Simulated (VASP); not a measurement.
**CdTe: single point with RPBE+D3(BJ)**

CdTe:

```xyz
2
Lattice="0.0000 3.2679 3.2679 3.2679 0.0000 3.2679 3.2679 3.2679 0.0000" Properties=species:S:1:pos:R:3 pbc="T T T"
Te    4.9018    4.9018    4.9018
Cd    0.0000    0.0000    0.0000
```

| Quantity | Value |
| --- | --- |
| Program | VASP 6.6.1 |
| Task | single point |
| Functional | RPBE |
| Dispersion | D3(BJ) |
| Potentials or basis | VASP PAW PBE potentials, release 64 (Te, Cd) |
| Cutoff | 520 eV |
| k mesh | 7 × 7 × 7 |
| Occupations | fermi-dirac, width 0.05 eV |
| Spin | no spin polarisation |
| Dipole correction | no |
| Further INCAR settings | ALGO = Normal; EDIFF = 1e-06; NBANDS = 16 |

The pressure is -4.9 GPa. The band gap on the k mesh is 0.84 eV, direct and the dispersion energy per atom is -1.428 eV.

Levels at points of the mesh, in eV from the valence-band top:
| k point | band 6 | band 7 | band 8 | band 9 | band 10 | band 11 | band 12 | band 13 |
| --- | --- | --- | --- | --- | --- | --- | --- | --- |
| (0.00, 0.00, 0.00) | -7.97 | 0.00 | 0.00 | 0.00 | 0.84 | 4.68 | 4.68 | 4.68 |

It took 19 s on 1 thread of AMD EPYC 7R13 Processor (Zen 3) (shared host), peak memory 0.19 GiB.

Caveat: the PAW data sets were made with another functional, which shifts forces and pressure a little; spin-orbit coupling is left out, which moves the levels of the heavy elements.
